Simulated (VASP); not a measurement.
# Mg (I4/mmm) in VASP: settings compared

Mg is run at these levels: r2SCAN, PBE, revPBE, PBEsol; tasks: single point.

Program: VASP 6.6.1. These are calculated values, not measurements. Logs are shortened: lines on timing, memory, paths and dates and some standing lists are left out, and cuts for length are marked.

## (1) The cell of the first run

Symmetry: I4/mmm, No. 139, tetragonal system. The conventional cell has a = 3.672 Å, b = 3.672 Å, c = 3.359 Å, α = 90.00°, β = 90.00°, γ = 90.00°. Mg (site symmetry 4/mmm) has 14 Mg at 3.09 to 3.67 Å within 4.1 Å.

## (2) Single point, r2SCAN

Input file POSCAR:

```
Mg
1.0
   -1.8359916300      1.8359916300      1.6794040200
    1.8359916300     -1.8359916300      1.6794040200
    1.8359916300      1.8359916300     -1.6794040200
Mg
1
Direct
    0.0000000000      0.0000000000      0.0000000000
```

Input file INCAR.step1:

```
PREC = Accurate
ENCUT = 660
ISMEAR = -5
SIGMA = 0.1
LREAL = F
LASPH = T
NELM = 120
NBANDS = 7
GGA = PE
ALGO = Normal
EDIFF = 1E-5
LWAVE = T
LCHARG = F
GGA_COMPAT = F
```

Input file INCAR.step2:

```
PREC = Accurate
ENCUT = 660
EDIFF = 1E-6
ISMEAR = -5
SIGMA = 0.1
LREAL = F
LASPH = T
NELM = 120
ALGO = Normal
ISIF = 2
LWAVE = F
LCHARG = T
METAGGA = R2SCAN
LMIXTAU = T
LELF = T
LVHAR = T
NBANDS = 7
ISTART = 1
GGA_COMPAT = F
```

Input file KPOINTS:

```
Automatic mesh
0
Gamma
  6 6 6
```

Potentials or basis: VASP PAW PBE potentials, release 64 (Mg).

Run with:

```
cat potpaw_PBE.64/Mg/POTCAR > POTCAR
cp INCAR.step1 INCAR
mpirun -np 1 vasp_std > vasp.out
cp INCAR.step2 INCAR
mpirun -np 1 vasp_std > vasp.out
```

OUTCAR:

```text
PREC = Accurate
   ENCUT = 660
   EDIFF = 1E-6
   ISMEAR = -5
   LREAL = F
   LASPH = T
   NELM = 120
   ISIF = 2
   METAGGA = R2SCAN
   ISTART = 1

 ion  position               nearest neighbor table
   1  0.000  0.000  0.000-

  LATTYP: Found a body centered tetragonal cell.
 ALAT       =     3.6719832600
 C/A-ratio  =     0.9147122419

  Lattice vectors:

 A1 = (  -1.8359916300,   1.8359916300,   1.6794040200)
 A2 = (   1.8359916300,  -1.8359916300,   1.6794040200)
 A3 = (   1.8359916300,   1.8359916300,  -1.6794040200)

Analysis of symmetry for initial positions (statically):
=====================================================================
 Subroutine PRICEL returns:
 Original cell was already a primitive cell.

 Routine SETGRP: Setting up the symmetry group for a
 body centered tetragonal supercell.

 Subroutine GETGRP returns: Found 16 space group operations
 (whereof 16 operations were pure point group operations)
 out of a pool of 16 trial point group operations.

The static configuration has the point symmetry D_4h.

Analysis of symmetry for dynamics (positions and initial velocities):
=====================================================================
 Subroutine PRICEL returns:
 Original cell was already a primitive cell.

 Routine SETGRP: Setting up the symmetry group for a
 body centered tetragonal supercell.

 Subroutine GETGRP returns: Found 16 space group operations
 (whereof 16 operations were pure point group operations)
 out of a pool of 16 trial point group operations.

The dynamic configuration has the point symmetry D_4h.

 Subroutine INISYM returns: Found 16 space group operations
 (whereof 16 operations are pure point group operations),
 and found     1 'primitive' translations

----------------------------------------------------------------------------------------

                                     Primitive cell

  volume of cell :      22.6442

  direct lattice vectors                    reciprocal lattice vectors
    -1.835991630  1.835991630  1.679404020     0.000000000  0.272332396  0.297724665
     1.835991630 -1.835991630  1.679404020     0.272332396  0.000000000  0.297724665
     1.835991630  1.835991630 -1.679404020     0.272332396  0.272332396  0.000000000

  length of vectors
     3.092269133  3.092269133  3.092269133     0.403490905  0.403490905  0.385136168

  position of ions in fractional coordinates (direct lattice)
     0.000000000  0.000000000  0.000000000

  ion indices of the primitive-cell ions
   primitive index   ion index
                 1           1

----------------------------------------------------------------------------------------

 KPOINTS: Automatic mesh

Automatic generation of k-mesh.
 Grid dimensions read from file:
 generate k-points for:    6    6    6

 Generating k-lattice:

  Cartesian coordinates                     Fractional coordinates (reciprocal lattice)
     0.000000000  0.045388733  0.049620778     0.166666667  0.000000000  0.000000000
     0.045388733  0.000000000  0.049620778     0.000000000  0.166666667  0.000000000
     0.045388733  0.045388733  0.000000000     0.000000000  0.000000000  0.166666667

  Length of vectors
     0.067248484  0.067248484  0.064189361

  Shift w.r.t. Gamma in fractional coordinates (k-lattice)
     0.000000000  0.000000000  0.000000000

 TETIRR: Found    472 inequivalent tetrahedra from     1296

 Subroutine IBZKPT returns following result:
 ===========================================

 Found     30 irreducible k-points:

 Following reciprocal coordinates:
            Coordinates               Weight
  0.000000  0.000000  0.000000      1.000000
  0.166667 -0.000000  0.000000      8.000000
  0.333333  0.000000  0.000000      8.000000
  0.500000 -0.000000  0.000000      4.000000
  0.166667  0.166667  0.000000      8.000000
  0.333333  0.166667 -0.000000     16.000000
[... 16 lines left out ...]
 -0.333333 -0.333333  0.166667      8.000000
 -0.166667 -0.333333  0.166667      8.000000
 [... further k-points ...]
   k-points           NKPTS =     30   k-points in BZ     NKDIM =     30   number of bands    NBANDS=      7
   number of dos      NEDOS =    301   number of ions     NIONS =      1
   total plane-waves  NPLWV =  21952
   dimension x,y,z NGX =    28 NGY =   28 NGZ =   28
   dimension x,y,z NGXF=    56 NGYF=   56 NGZF=   56
   ions per type =               1
   NGX,Y,Z   is equivalent  to a cutoff of  15.05, 15.05, 15.05 a.u.
   NGXF,Y,Z  is equivalent  to a cutoff of  30.11, 30.11, 30.11 a.u.
 SYSTEM =  unknown system
   PREC   = accura    normal or accurate (medium, high low for compatibility)
   ISTART =      1    job   : 0-new  1-cont  2-samecut
   ICHARG =      0    charge: 1-file 2-atom 10-const
   ISPIN  =      1    spin polarized calculation?
   LNONCOLLINEAR =      F non collinear calculations
   LSORBIT =      F    spin-orbit coupling
   LASPH  =      T    aspherical Exc in radial PAW
   ENCUT  =  660.0 eV  48.51 Ry    6.96 a.u.   6.48  6.48  6.48*2*pi/ulx,y,z
   NELM   =    120;   NELMIN=  2; NELMDL=  0     # of ELM steps
   EDIFF  = 0.1E-05   stopping-criterion for ELM
   LREAL  =      F    real-space projection
   EDIFFG = 0.1E-04   stopping-criterion for IOM
   NSW    =      0    number of steps for IOM
   IBRION =     -1    ionic relax: 0-MD 1-quasi-New 2-CG
   NFREE  =      0    steps in history (QN), initial steepest desc. (CG)
   ISIF   =      2    stress and relaxation
   ISYM   =      2    0-nonsym 1-usesym 2-fastsym
   POTIM  = 0.5000    time-step for ionic-motion
   TEBEG  =    0.0;   TEEND  =   0.0 temperature during run
   PSTRESS=    0.0 pullay stress
   NELECT =       2.0000    total number of electrons
   NUPDOWN=      -1.0000    fix difference up-down
   EMIN   =  10.00;   EMAX   =-10.00  energy-range for DOS
   EFERMI =   0.00;   METHOD = LEGACY
   ISMEAR =    -5;   SIGMA  =   0.10  broadening in eV -4-tet -1-fermi 0-gaus
   EFERMI_NEDOS =   21; number of points for ismear=-14 and -15
   IALGO  =     38    algorithm
   IMIX   =      4    mixing-type and parameters
     AMIX     =   0.40;   BMIX     =  1.00
     AMIX_MAG =   1.60;   BMIX_MAG =  1.00
  volume/ion in A,a.u.               =      22.64       152.81
  Fermi-wavevector in a.u.,A,eV,Ry     =   0.729065  1.377732  7.231974  0.531535
  Thomas-Fermi vector in A             =   1.820694
   LORBIT       =      0    0 simple, 1 ext, 2 COOP (PROOUT), +10 PAW based schemes
   METAGGA = R2SCAN    functional components
   LHFCALC =     F    Hartree Fock is set to
   AEXX    =    0.0000 exact exchange contribution
   IVDW    =     0    specifies the selected vdW correction
   LEPSILON=     F    determine dielectric tensor
   LRPA    =     F    only Hartree local field effects (RPA)
 non-spin polarized calculation
 Fermi weights with tetrahedron method with Bloechl corrections
  energy-cutoff  :      660.00
  volume of cell :       22.64
 maximum number of plane-waves:       903
 NGX is ok and might be reduce to    28
   NGX = 13   NGY = 13   NGZ = 13

 number of electron       2.0000000 magnetization

 Free energy of the ion-electron system (eV)
  ---------------------------------------------------
  ext. energy  EPLUGINS =         0.00000000
  ---------------------------------------------------
  free energy    TOTEN  =        -4.09840382 eV

  energy without entropy =       -4.09840382  energy(sigma->0) =       -4.09840382

 E-fermi :   3.0386     XC(G=0):  -9.0769

 val. band max:        3.4933100699   @ k =  -0.3333   0.5000   0.3333
 cond. band min:       2.0738448627   @ k =   0.5000   0.5000   0.1667
 fundamental gap:     -1.4194652073
 Fermi energy:         3.0385781751

 k-point     1 :       0.0000    0.0000    0.0000
  band No.  band energies     occupation
      1      -4.7179      2.00000
      2      15.4897      0.00000
      3      17.4846      0.00000
      4      17.4846      0.00000
      5      17.8179      0.00000
      6      18.2081      0.00000
      7      18.2081      0.00000

 k-point     2 :       0.1667   -0.0000    0.0000
  band No.  band energies     occupation
      1      -3.9944      2.00000
      2      12.2837      0.00000
      3      13.6602      0.00000
      4      15.1322      0.00000
      5      15.4471      0.00000
      6      17.5298      0.00000
      7      19.9801      0.00000

 k-point     3 :       0.3333    0.0000    0.0000
  band No.  band energies     occupation
      1      -1.8575      2.00000
      2       6.4377     -0.04259
      3      12.0043      0.00000
      4      13.1132      0.00000
      5      13.7343      0.00000
      6      15.7637      0.00000
      7      21.4336      0.00000

 k-point     4 :       0.5000   -0.0000    0.0000
  band No.  band energies     occupation
      1       1.2036      2.00000
      2       2.1275      0.87822
      3      11.4268      0.00000
      4      12.4402      0.00000
      5      13.1666      0.00000
      6      15.0813      0.00000
      7      23.2005      0.00000

 k-point     5 :       0.1667    0.1667    0.0000
  band No.  band energies     occupation
      1      -2.5012      2.00000
      2       9.0848     -0.00493
      3       9.7560      0.00000
      4      12.6414      0.00000
      5      16.5975      0.00000
      6      17.2201      0.00000
      7      19.9909      0.00000
[... 161 lines left out ...]
 k-point    22 :      -0.1667    0.5000    0.1667
  band No.  band energies     occupation
      1       1.7486      2.00885
      2       2.9296      0.14391
      3       8.6955      0.00000
      4      10.5397      0.00000
      5      16.4897      0.00000
      6      16.6483      0.00000
      7      18.8903      0.00000

 k-point    23 :      -0.3333   -0.3333    0.1667
  band No.  band energies     occupation
      1       1.9663      2.01610
      2       4.6835     -0.01082
      3       5.6994      0.00000
      4      12.1423      0.00000
      5      13.4161      0.00000
      6      16.8720      0.00000
      7      19.9261      0.00000

 k-point    24 :      -0.1667   -0.3333    0.1667
  band No.  band energies     occupation
      1      -0.9095      2.00000
      2       6.5992     -0.03526
      3       9.5622      0.00000
      4      11.3403      0.00000
      5      14.4395      0.00000
      6      16.6057      0.00000
      7      19.1922      0.00000

 [... further k-points ...]
[... 5 lines left out ...]
  --------------------------------------------------------------------------------------
  -------------------------------------------------------------------------------------
  Total       -0.1676040     -0.1676040     -0.1110107      0.0000000     -0.0000000      0.0000000
  in kB      -11.8587337    -11.8587337     -7.8545086      0.0000000     -0.0000000      0.0000000
  external PRESSURE =     -10.5239920 kB  Pullay stress =       0.0000000 kB

 VOLUME and BASIS-vectors are now :
 -----------------------------------------------------------------------------
  energy-cutoff  :      660.00
  volume of cell :       22.64
      direct lattice vectors                 reciprocal lattice vectors
    -1.835991630  1.835991630  1.679404020     0.000000000  0.272332396  0.297724665
     1.835991630 -1.835991630  1.679404020     0.272332396  0.000000000  0.297724665
     1.835991630  1.835991630 -1.679404020     0.272332396  0.272332396  0.000000000

 POSITION                                       TOTAL-FORCE (eV/Angst)
 -----------------------------------------------------------------------------------
      0.00000      0.00000      0.00000         0.000000      0.000000     -0.000000
 -----------------------------------------------------------------------------------
    total drift:                                0.000000      0.000000      0.000000

  FREE ENERGIE OF THE ION-ELECTRON SYSTEM (eV)
  ---------------------------------------------------
  free  energy   TOTEN  =        -4.0984038231 eV

  energy  without entropy=       -4.0984038231  energy(sigma->0) =       -4.09840382
```

Run time: 18 s. Hardware: 1 thread of AMD EPYC 9R45 (Zen 5), shared host; peak memory 0.13 GiB.

What came out:

- Free energy: -4.0984 eV
- Pressure: -1.1 GPa
- Band gap on the k mesh: zero (bands 1 and 2 overlap by 4.74 eV)

Caveat: the k points lie up to 0.42 Å⁻¹ apart, too coarse for converged energies and pressures of a metal; the PAW data sets were made with another functional, which shifts forces and pressure a little; tetrahedron occupations give inexact forces and stress in metals.

## (3) Single point, PBE

Input file INCAR:

```
ALGO     = Normal         # electronic algorithm
EDIFF    = 1E-6           # SCF threshold, eV
ENCUT    = 600            # plane-wave cutoff, eV
GGA      = PE             # functional
GGA_COMPAT= False        
ISIF     = 2              # what is computed and relaxed
ISMEAR   = 0              # smearing method
ISYM     = 0            
LASPH    = True           # aspherical terms in the spheres
LCHARG   = True           # write CHGCAR
LELF     = True           # ELF
LREAL    = False          # projectors in reciprocal space
LVHAR    = True         
LWAVE    = False          # write WAVECAR
NBANDS   = 7              # bands
NELM     = 120            # most SCF steps
PREC     = Accurate       # precision mode
SIGMA    = 0.1            # smearing width, eV
```

Input file KPOINTS:

```
k-points
0
Gamma
  6 6 6
```

POSCAR is that of step 2.

Potentials or basis: VASP PAW PBE potentials, release 64 (Mg).

Run with:

```
cat potpaw_PBE.64/Mg/POTCAR > POTCAR
mpirun -np 1 vasp_std > vasp.out
```

It took 9.9 s on 1 thread of AMD EPYC 9R45 (Zen 5), shared host; peak memory 0.14 GiB.

It converged, with:

| Property | Result |
| --- | --- |
| Free energy | -1.4639 eV |
| Pressure | 0.5 GPa |
| Band gap on the k mesh | zero (bands 1 and 2 overlap by 4.55 eV) |

Stress tensor (GPa, compression positive):
```
-0.86  0.00  0.00
 0.00 -0.86  0.00
 0.00  0.00  3.26
```

Levels at points of the mesh, in eV from the Fermi level:
```
           k point  band 1  band 2  band 3  band 4
(0.00, 0.00, 0.00)   -7.14   11.82   13.68   13.68
(0.50, 0.00, 0.00)   -1.49   -0.81    8.06    8.86
(0.50, 0.00, 0.50)   -1.49   -0.81    8.06    8.86
(0.00, 0.50, 0.50)   -1.49   -0.81    8.06    8.86
(0.00, 0.50, 0.00)   -1.49   -0.81    8.06    8.86
(0.50, 0.50, 0.00)   -1.90   -1.46    9.68   10.40
(0.00, 0.00, 0.50)   -1.90   -1.46    9.68   10.40
(0.50, 0.50, 0.50)    3.08    3.08    3.45    4.02
```

Caveat: the k points lie up to 0.42 Å⁻¹ apart, too coarse for converged energies and pressures of a metal.

(Part 1 of 2 ends here.)
